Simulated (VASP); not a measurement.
A run of VASP 6.6.1 is set up as follows.

INCAR

```
SYSTEM = HfC
ALGO = Normal
EDIFF = 1E-6
ENCUT = 600
GGA = PS
GGA_COMPAT = .FALSE.
ISIF = 2
ISMEAR = -1
LASPH = .TRUE.
LCHARG = .FALSE.
LREAL = .FALSE.
LWAVE = .FALSE.
NBANDS = 22
NELM = 120
PREC = Accurate
SIGMA = 0.1
```

The input KPOINTS:

```
k-points
0
G
  6 6 4
  0 0 0
```

The input POSCAR:

```
HfC
1.0
    3.3428660000      0.0000000000      0.0000000000
   -1.6714330000      2.8950068774      0.0000000000
    0.0000000000      0.0000000000      5.2027140000
Hf C
2 2
Direct
    0.6666666667      0.3333333333      0.7500000000
    0.3333333333      0.6666666667      0.2500000000
    0.0000000000      0.0000000000      0.0000000000
    0.0000000000      0.0000000000      0.5000000000
```

Potentials or basis: VASP PAW PBE potentials, release 64 (Hf_pv, C).

Run with:

```console
$ cat potpaw_PBE.64/Hf_pv/POTCAR potpaw_PBE.64/C/POTCAR > POTCAR
$ mpirun -np 1 vasp_std > vasp.out
```

(1) Predict the pressure.

(2) Estimate the band gap on the k mesh.

Results:

(1) -7.9 GPa.

(2) zero (band 14 reaches 7.25 eV, above the bottom of band 15 at 5.86 eV).

Caveat: the k points lie up to 0.36 Å⁻¹ apart; the PAW data sets were made with another functional, which shifts forces and pressure a little; spin-orbit coupling is left out, which moves the levels of the heavy elements.
